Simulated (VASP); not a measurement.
# NaZr3 (I4/mmm) in VASP: notebook

NaZr3 is run at these levels: PBE; tasks: single point, relaxation of cell and atoms.

Everything below comes from runs of VASP 6.6.1. Logs are shortened: lines on timing, memory, paths and dates and some standing lists are left out, and cuts for length are marked.

### Step 1. The cell of the first run

It takes space group I4/mmm (No. 139, tetragonal). The conventional cell has a = 3.967 Å, b = 3.967 Å, c = 8.862 Å, α = 90.00°, β = 90.00°, γ = 90.00°. Within 3.7 Å of Na (site symmetry 4/mmm) lie 12 Zr at 2.81 to 2.97 Å. Zr (site symmetry 4/mmm) has 4 Na at 2.81 Å and 8 Zr at 2.97 Å within 3.7 Å. Within 3.7 Å of Zr (site symmetry -4m2) lie 8 Zr at 2.81 to 2.97 Å and 4 Na at 2.97 Å.

### Step 2. Single point, PBE

INCAR reads:

```
SYSTEM = NaZr3
PREC = Accurate
ENCUT = 520
EDIFF = 1E-7
ISMEAR = 0
SIGMA = 0.1
LREAL = .False.
LASPH = .True.
NELM = 60
ALGO = Normal
ISIF = 2
LWAVE = .False.
LCHARG = .False.
GGA = PE
NBANDS = 30
```

KPOINTS reads:

```
regular mesh
0
Gamma
  6 6 6
  0 0 0
```

POSCAR reads:

```
NaZr3
1.0
   -1.9836693379      1.9836693379      4.4310535860
    1.9836693379     -1.9836693379      4.4310535860
    1.9836693379      1.9836693379     -4.4310535860
Na Zr
1 3
Direct
    0.0000000000      0.0000000000      0.0000000000
    0.5000000000      0.5000000000      0.0000000000
    0.2500000000      0.7500000000      0.5000000000
    0.7500000000      0.2500000000      0.5000000000
```

Potentials or basis: VASP PAW PBE potentials, release 64 (Na_pv, Zr_sv).

The run is started by

```bash
$ cat potpaw_PBE.64/Na_pv/POTCAR potpaw_PBE.64/Zr_sv/POTCAR > POTCAR
$ mpirun -np 1 vasp_std > vasp.out
```

OUTCAR:

```text
SYSTEM = NaZr3
   PREC = Accurate
   ENCUT = 520
   EDIFF = 1E-7
   ISMEAR = 0
   LREAL = .False.
   LASPH = .True.
   NELM = 60
   ISIF = 2
   GGA = PE

 ion  position               nearest neighbor table
   1  0.000  0.000  0.000-   2 2.81   2 2.81   2 2.81   2 2.81   4 2.97   3 2.97   4 2.97   3 2.97
                             4 2.97   4 2.97   3 2.97   3 2.97
   2  0.500  0.500  0.000-   1 2.81   1 2.81   1 2.81   1 2.81   4 2.97   3 2.97   4 2.97   4 2.97
                             3 2.97   3 2.97   4 2.97   3 2.97
   3  0.250  0.750  0.500-   4 2.81   4 2.81   4 2.81   4 2.81   2 2.97   1 2.97   2 2.97   2 2.97
                             1 2.97   1 2.97   2 2.97   1 2.97
   4  0.750  0.250  0.500-   3 2.81   3 2.81   3 2.81   3 2.81   2 2.97   1 2.97   2 2.97   1 2.97
                             2 2.97   2 2.97   1 2.97   1 2.97

  LATTYP: Found a body centered tetragonal cell.
 ALAT       =     3.9673386758
 C/A-ratio  =     2.2337662338

  Lattice vectors:

 A1 = (  -1.9836693379,   1.9836693379,   4.4310535860)
 A2 = (   1.9836693379,  -1.9836693379,   4.4310535860)
 A3 = (   1.9836693379,   1.9836693379,  -4.4310535860)

Analysis of symmetry for initial positions (statically):
=====================================================================
 Subroutine PRICEL returns:
 Original cell was already a primitive cell.

 Routine SETGRP: Setting up the symmetry group for a
 body centered tetragonal supercell.

 Subroutine GETGRP returns: Found 16 space group operations
 (whereof 16 operations were pure point group operations)
 out of a pool of 16 trial point group operations.

The static configuration has the point symmetry D_4h.

Analysis of symmetry for dynamics (positions and initial velocities):
=====================================================================
 Subroutine PRICEL returns:
 Original cell was already a primitive cell.

 Routine SETGRP: Setting up the symmetry group for a
 body centered tetragonal supercell.

 Subroutine GETGRP returns: Found 16 space group operations
 (whereof 16 operations were pure point group operations)
 out of a pool of 16 trial point group operations.

The dynamic configuration has the point symmetry D_4h.

 Subroutine INISYM returns: Found 16 space group operations
 (whereof 16 operations are pure point group operations),
 and found     1 'primitive' translations

----------------------------------------------------------------------------------------

                                     Primitive cell

  volume of cell :      69.7438

  direct lattice vectors                    reciprocal lattice vectors
    -1.983669338  1.983669338  4.431053586     0.000000000  0.252058138  0.112839980
     1.983669338 -1.983669338  4.431053586     0.252058138  0.000000000  0.112839980
     1.983669338  1.983669338 -4.431053586     0.252058138  0.252058138  0.000000000

  length of vectors
     5.244437431  5.244437431  5.244437431     0.276163296  0.276163296  0.356464037

  position of ions in fractional coordinates (direct lattice)
     0.000000000  0.000000000  0.000000000
     0.500000000  0.500000000  0.000000000
     0.250000000  0.750000000  0.500000000
     0.750000000  0.250000000  0.500000000

  ion indices of the primitive-cell ions
   primitive index   ion index
                 1           1
                 2           2
                 3           3
                 4           4

----------------------------------------------------------------------------------------

 KPOINTS: regular mesh

Automatic generation of k-mesh.
 Grid dimensions read from file:
 generate k-points for:    6    6    6

 Generating k-lattice:

  Cartesian coordinates                     Fractional coordinates (reciprocal lattice)
     0.000000000  0.042009690  0.018806663     0.166666667 -0.000000000  0.000000000
     0.042009690  0.000000000  0.018806663    -0.000000000  0.166666667  0.000000000
     0.042009690  0.042009690  0.000000000     0.000000000  0.000000000  0.166666667

  Length of vectors
     0.046027216  0.046027216  0.059410673

  Shift w.r.t. Gamma in fractional coordinates (k-lattice)
     0.000000000  0.000000000  0.000000000

 Subroutine IBZKPT returns following result:
 ===========================================

 Found     30 irreducible k-points:

 Following reciprocal coordinates:
            Coordinates               Weight
  0.000000  0.000000  0.000000      1.000000
  0.166667 -0.000000  0.000000      8.000000
  0.333333 -0.000000  0.000000      8.000000
  0.500000 -0.000000  0.000000      4.000000
  0.166667  0.166667  0.000000      8.000000
  0.333333  0.166667  0.000000     16.000000
[... 16 lines left out ...]
 -0.333333 -0.333333  0.166667      8.000000
 -0.166667 -0.333333  0.166667      8.000000
 [... further k-points ...]
   k-points           NKPTS =     30   k-points in BZ     NKDIM =     30   number of bands    NBANDS=     30
   number of dos      NEDOS =    301   number of ions     NIONS =      4
   total plane-waves  NPLWV =  64000
   dimension x,y,z NGX =    40 NGY =   40 NGZ =   40
   dimension x,y,z NGXF=    80 NGYF=   80 NGZF=   80
   ions per type =               1   3
   NGX,Y,Z   is equivalent  to a cutoff of  12.68, 12.68, 12.68 a.u.
   NGXF,Y,Z  is equivalent  to a cutoff of  25.36, 25.36, 25.36 a.u.
 SYSTEM =  NaZr3
   PREC   = accura    normal or accurate (medium, high low for compatibility)
   ISTART =      0    job   : 0-new  1-cont  2-samecut
   ICHARG =      2    charge: 1-file 2-atom 10-const
   ISPIN  =      1    spin polarized calculation?
   LNONCOLLINEAR =      F non collinear calculations
   LSORBIT =      F    spin-orbit coupling
   LASPH  =      T    aspherical Exc in radial PAW
   ENCUT  =  520.0 eV  38.22 Ry    6.18 a.u.   9.75  9.75  9.75*2*pi/ulx,y,z
   NELM   =     60;   NELMIN=  2; NELMDL= -5     # of ELM steps
   EDIFF  = 0.1E-06   stopping-criterion for ELM
   LREAL  =      F    real-space projection
   EDIFFG = 0.1E-05   stopping-criterion for IOM
   NSW    =      0    number of steps for IOM
   IBRION =     -1    ionic relax: 0-MD 1-quasi-New 2-CG
   NFREE  =      0    steps in history (QN), initial steepest desc. (CG)
   ISIF   =      2    stress and relaxation
   ISYM   =      2    0-nonsym 1-usesym 2-fastsym
   POTIM  = 0.5000    time-step for ionic-motion
   TEBEG  =    0.0;   TEEND  =   0.0 temperature during run
   PSTRESS=    0.0 pullay stress
   NELECT =      43.0000    total number of electrons
   NUPDOWN=      -1.0000    fix difference up-down
   EMIN   =  10.00;   EMAX   =-10.00  energy-range for DOS
   EFERMI =   0.00;   METHOD = LEGACY
   ISMEAR =     0;   SIGMA  =   0.10  broadening in eV -4-tet -1-fermi 0-gaus
   EFERMI_NEDOS =   21; number of points for ismear=-14 and -15
   IALGO  =     38    algorithm
   IMIX   =      4    mixing-type and parameters
     AMIX     =   0.40;   BMIX     =  1.00
     AMIX_MAG =   1.60;   BMIX_MAG =  1.00
  volume/ion in A,a.u.               =      17.44       117.66
  Fermi-wavevector in a.u.,A,eV,Ry     =   1.393357  2.633063 26.414953  1.941444
  Thomas-Fermi vector in A             =   2.517011
   LORBIT       =      0    0 simple, 1 ext, 2 COOP (PROOUT), +10 PAW based schemes
   GGA     = PE    functional components
   LHFCALC =     F    Hartree Fock is set to
   AEXX    =    0.0000 exact exchange contribution
   IVDW    =     0    specifies the selected vdW correction
   LEPSILON=     F    determine dielectric tensor
   LRPA    =     F    only Hartree local field effects (RPA)
 non-spin polarized calculation
 Gauss-broadening in eV      SIGMA  =   0.10
  energy-cutoff  :      520.00
  volume of cell :       69.74
 maximum number of plane-waves:      1904
   NGX = 19   NGY = 19   NGZ = 19

 number of electron      43.0000000 magnetization

 Free energy of the ion-electron system (eV)
  ---------------------------------------------------
  ext. energy  EPLUGINS =         0.00000000
  ---------------------------------------------------
  free energy    TOTEN  =       -22.98573426 eV

  energy without entropy =      -22.97321053  energy(sigma->0) =      -22.97947240

 E-fermi :  10.0136     XC(G=0): -11.6775

 val. band max:        9.9765801873   @ k =  -0.1667   0.1667   0.0000
 cond. band min:      10.0360274665   @ k =  -0.3333   0.5000   0.1667
 fundamental gap:      0.0594472792
 Fermi energy:        10.0135642865

 k-point     1 :       0.0000    0.0000    0.0000
  band No.  band energies     occupation
      1     -38.2981      2.00000
      2     -37.9731      2.00000
      3     -37.7235      2.00000
      4     -17.0038      2.00000
      5     -16.8059      2.00000
      6     -16.8059      2.00000
[... 22 lines left out ...]
     29      14.6367      0.00000
     30      14.6367      0.00000

 k-point     2 :       0.1667   -0.0000    0.0000
  band No.  band energies     occupation
      1     -38.2680      2.00000
      2     -37.9750      2.00000
      3     -37.7522      2.00000
      4     -16.9824      2.00000
      5     -16.7425      2.00000
      6     -16.7220      2.00000
[... 22 lines left out ...]
     29      14.2664      0.00000
     30      15.5469      0.00000

 k-point     3 :       0.3333   -0.0000    0.0000
  band No.  band energies     occupation
      1     -38.1971      2.00000
      2     -37.9704      2.00000
      3     -37.8288      2.00000
      4     -16.8673      2.00000
      5     -16.6698      2.00000
      6     -16.5929      2.00000
[... 22 lines left out ...]
     29      13.9002      0.00000
     30      14.2588      0.00000

 k-point     4 :       0.5000   -0.0000    0.0000
  band No.  band energies     occupation
      1     -38.1538      2.00000
      2     -37.9378      2.00000
      3     -37.9053      2.00000
      4     -16.8046      2.00000
      5     -16.5883      2.00000
      6     -16.5089      2.00000
[... 616 lines left out ...]
     29      14.1899      0.00000
     30      14.3899      0.00000

 k-point    23 :      -0.3333   -0.3333    0.1667
  band No.  band energies     occupation
      1     -38.1820      2.00000
      2     -38.0383      2.00000
      3     -37.7772      2.00000
      4     -16.9992      2.00000
      5     -16.7090      2.00000
      6     -16.6900      2.00000
[... 22 lines left out ...]
     29      14.8584      0.00000
     30      15.3093      0.00000

 k-point    24 :      -0.1667   -0.3333    0.1667
  band No.  band energies     occupation
      1     -38.2297      2.00000
      2     -38.0153      2.00000
      3     -37.7524      2.00000
      4     -16.8713      2.00000
      5     -16.8402      2.00000
      6     -16.7866      2.00000
[... 22 lines left out ...]
     29      14.9040      0.00000
     30      14.9695      0.00000

 [... further k-points ...]
[... 5 lines left out ...]
  --------------------------------------------------------------------------------------
  -------------------------------------------------------------------------------------
  Total       15.2444513     15.2444513     11.5088569      0.0000000      0.0000000     -0.0000000
  in kB      350.2005520    350.2005520    264.3852482      0.0000000      0.0000000     -0.0000000
  external PRESSURE =     321.5954507 kB  Pullay stress =       0.0000000 kB

 VOLUME and BASIS-vectors are now :
 -----------------------------------------------------------------------------
  energy-cutoff  :      520.00
  volume of cell :       69.74
      direct lattice vectors                 reciprocal lattice vectors
    -1.983669338  1.983669338  4.431053586     0.000000000  0.252058138  0.112839980
     1.983669338 -1.983669338  4.431053586     0.252058138  0.000000000  0.112839980
     1.983669338  1.983669338 -4.431053586     0.252058138  0.252058138  0.000000000

 POSITION                                       TOTAL-FORCE (eV/Angst)
 -----------------------------------------------------------------------------------
      0.00000      0.00000      0.00000         0.000000      0.000000      0.000000
      0.00000      0.00000      4.43105         0.000000      0.000000      0.000000
      1.98367      0.00000      2.21553        -0.000000     -0.000000     -0.000000
      0.00000      1.98367      2.21553        -0.000000     -0.000000      0.000000
 -----------------------------------------------------------------------------------
    total drift:                               -0.000000     -0.000000      0.000000

  FREE ENERGIE OF THE ION-ELECTRON SYSTEM (eV)
  ---------------------------------------------------
  free  energy   TOTEN  =       -22.9857342627 eV

  energy  without entropy=      -22.9732105335  energy(sigma->0) =      -22.97947240
```

Wall time 81 s (1 thread of Intel Xeon Platinum 8259CL at 2.50GHz (Skylake/Cascade Lake), shared host); peak memory 0.26 GiB.

What came out:

```yaml
Free_energy: -22.9857 eV
Pressure: 32.2 GPa
Band_gap_on_the_k_mesh: zero (an odd number of electrons rules out a gap without spin polarisation)
```

Levels at points of the mesh, in eV from the Fermi level:
```
           k point  band 18  band 19  band 20  band 21  band 22  band 23  band 24  band 25  band 26  band 27
(0.00, 0.00, 0.00)    -2.96    -1.97    -0.62    -0.46    -0.46     0.70     0.70     2.54     2.94     3.14
(0.50, 0.00, 0.00)    -1.73    -1.19    -0.92    -0.22     0.03     0.81     1.04     1.33     1.41     2.88
(0.50, 0.50, 0.00)    -1.46    -1.16    -0.69    -0.28     0.41     0.42     2.03     2.16     2.36     2.62
(0.50, 0.50, 0.50)    -2.75    -2.23    -2.02    -2.02    -1.61     0.77     1.62     2.85     3.91     3.91
```

Caveat: the cell stands under pressure.

### Step 3. Single point, PBE

This run uses another cell than the first one, of 23.30 Å³/atom.

INCAR: that of step 2 with these lines changed.

```diff
@@ -8,3 +8,3 @@
 LASPH = .True.
-NELM = 60
+NELM = 80
 ALGO = Normal
```

KPOINTS is that of step 2.

POSCAR reads:

```
NaZr3
1.0
   -2.2558325815      2.2558325815      4.5789066617
    2.2558325815     -2.2558325815      4.5789066617
    2.2558325815      2.2558325815     -4.5789066617
Na Zr
1 3
Direct
    0.0000000000      0.0000000000      0.0000000000
    0.5000000000      0.5000000000      0.0000000000
    0.2500000000      0.7500000000      0.5000000000
    0.7500000000      0.2500000000      0.5000000000
```

Potentials or basis: VASP PAW PBE potentials, release 64 (Na_pv, Zr_sv).

The run is started by

```bash
$ cat potpaw_PBE.64/Na_pv/POTCAR potpaw_PBE.64/Zr_sv/POTCAR > POTCAR
$ mpirun -np 1 vasp_std > vasp.out
```

Wall time 1.7 min (1 thread of Intel Xeon Platinum 8259CL at 2.50GHz (Skylake/Cascade Lake), shared host); peak memory 0.28 GiB.

Results (log left out):

* Free energy: -25.0101 eV
* Pressure: 0.2 GPa
* Band gap on the k mesh: zero (an odd number of electrons rules out a gap without spin polarisation)

Stress tensor (GPa, compression positive):
```
0.25 0.00 0.00
0.00 0.25 0.00
0.00 0.00 0.05
```

Levels at points of the mesh, in eV from the Fermi level:
| k point | band 20 | band 21 | band 22 | band 23 | band 24 | band 25 |
| --- | --- | --- | --- | --- | --- | --- |
| (0.00, 0.00, 0.00) | -0.30 | -0.30 | -0.10 | 0.43 | 0.43 | 2.37 |
| (0.50, 0.00, 0.00) | -0.57 | -0.29 | -0.21 | 0.77 | 0.80 | 0.86 |
| (0.50, 0.50, 0.00) | -0.36 | -0.06 | 0.40 | 0.99 | 1.12 | 1.26 |
| (0.50, 0.50, 0.50) | -1.17 | -1.17 | -0.80 | 1.28 | 1.45 | 2.68 |

### Step 4. Relaxation of cell and atoms, PBE

INCAR reads:

```
SYSTEM = NaZr3
PREC     = Accurate       ! precision mode
ENCUT    = 600            ! plane-wave cutoff, eV
EDIFF    = 1E-6           ! SCF threshold, eV
ISMEAR   = 0              ! smearing method
SIGMA    = 0.1            ! smearing width, eV
LREAL    = .False.        ! projectors in reciprocal space
LASPH    = .True.         ! aspherical terms in the spheres
NELM     = 60             ! most SCF steps
ALGO     = Normal         ! electronic algorithm
ISIF     = 3              ! what is computed and relaxed
LWAVE    = .False.        ! write WAVECAR
LCHARG   = .False.        ! write CHGCAR
GGA      = PE             ! functional
IBRION   = 2              ! ionic algorithm
NSW      = 90             ! ionic steps
EDIFFG   = -0.04          ! ionic threshold
```

KPOINTS is that of step 3.

POSCAR reads:

```
NaZr3
1.0
   -1.9836693379      1.9836693379      4.4310535860
    1.9836693379     -1.9836693379      4.4310535860
    1.9836693379      1.9836693379     -4.4310535860
Na Zr
1 3
Direct
    0.0000000000      0.0000000000      0.0000000000
    0.5000000000      0.5000000000      0.0000000000
    0.2500000000      0.7500000000      0.5000000000
    0.7500000000      0.2500000000      0.5000000000
```

The run is started by

```bash
$ cat potpaw_PBE.64/Na_pv/POTCAR potpaw_PBE.64/Zr_sv/POTCAR > POTCAR
$ mpirun -np 1 vasp_std > vasp.out
```

Wall time 7.1 min (1 thread of Intel Xeon Platinum 8259CL at 2.50GHz (Skylake/Cascade Lake), shared host); peak memory 0.3 GiB.

Results (log left out):

```
Free energy                           : -25.0009 eV
Relaxed volume                        : 23.41 Å³/atom
Relaxed cell                          : a = 5.582 Å, b = 5.582 Å, c = 5.582 Å, α = 132.17°, β = 132.17°, γ = 69.95°
Space group after relaxing (to 0.1 Å) : I4/mmm (No. 139)
Energy gained by relaxing             : 503.6 meV/atom
Ionic steps                           : 7
Pressure after relaxing               : -0.1 GPa
Band gap on the k mesh                : zero (an odd number of electrons rules out a gap without spin polarisation)
```

The path:
| step | energy change (eV) | largest force (eV/Å) | pressure (GPa) | volume (Å³) |
| --- | --- | --- | --- | --- |
| 1 | 0.0000 | 0.0000 | 32.15 | 69.74 |
| 2 | -1.4491 | 0.0000 | -8.39 | 111.30 |
| 3 | -1.9620 | 0.0000 | -0.15 | 93.75 |
| 4 | -1.9616 | 0.0000 | -0.51 | 94.27 |
| 5 | -1.9923 | 0.0000 | -0.41 | 94.09 |
| 6 | -2.0140 | 0.0000 | -0.17 | 93.71 |
| 7 | -2.0145 | 0.0000 | -0.12 | 93.64 |

Final structure:
```yaml
crystal:
  lattice:
    - [-2.26246, 2.26246, 4.57347]
    - [2.26246, -2.26246, 4.57347]
    - [2.26246, 2.26246, -4.57347]
  atoms:
    - { symbol: Na, position: [0.00000, 0.00000, 0.00000] }
    - { symbol: Zr, position: [0.50000, 0.50000, 0.00000] }
    - { symbol: Zr, position: [0.25000, 0.75000, 0.50000] }
    - { symbol: Zr, position: [0.75000, 0.25000, 0.50000] }
```

Levels at points of the mesh, in eV from the Fermi level:
| k point | band 18 | band 19 | band 20 | band 21 | band 22 | band 23 | band 24 | band 25 |
| --- | --- | --- | --- | --- | --- | --- | --- | --- |
| (0.00, 0.00, 0.00) | -1.59 | -1.23 | -0.30 | -0.30 | -0.09 | 0.42 | 0.42 | 2.37 |
| (0.50, 0.00, 0.00) | -1.13 | -0.81 | -0.57 | -0.29 | -0.22 | 0.75 | 0.79 | 0.86 |
| (0.50, 0.50, 0.00) | -1.80 | -1.11 | -0.34 | -0.06 | 0.39 | 1.00 | 1.11 | 1.24 |
| (0.50, 0.50, 0.50) | -2.38 | -1.55 | -1.16 | -1.16 | -0.79 | 1.30 | 1.44 | 2.97 |

Caveat: the volume moved by over 15 % at a fixed basis, so the end points are rough.

### Step 5. Overview

| task | cell | cutoff (eV) | gap on the mesh (eV) | pressure (GPa) |
| --- | --- | --- | --- | --- |
| single point | a = 5.244 Å, angles 135.6, 135.6, 64.7°, 4 atoms | 520 | none | 32.2 |
| single point | a = 5.581 Å, angles 132.3, 132.3, 69.7°, 4 atoms | 520 | none | 0.2 |
| relaxation of cell and atoms | relaxed from a = 5.244 Å, angles 135.6, 135.6, 64.7°, 4 atoms | 600 | none | -0.1 |

Alike in all rows: level PBE; potentials or basis VASP PAW PBE potentials, release 64 (Na_pv, Zr_sv); no spin polarisation; k mesh 6 × 6 × 6; smearing gaussian 0.1 eV.

Caveats: the cell stands under pressure (at least some runs); the volume moved by over 15 % at a fixed basis, so the end points are rough (at least some runs).

Absolute energies hang on the potentials; compare differences alone.
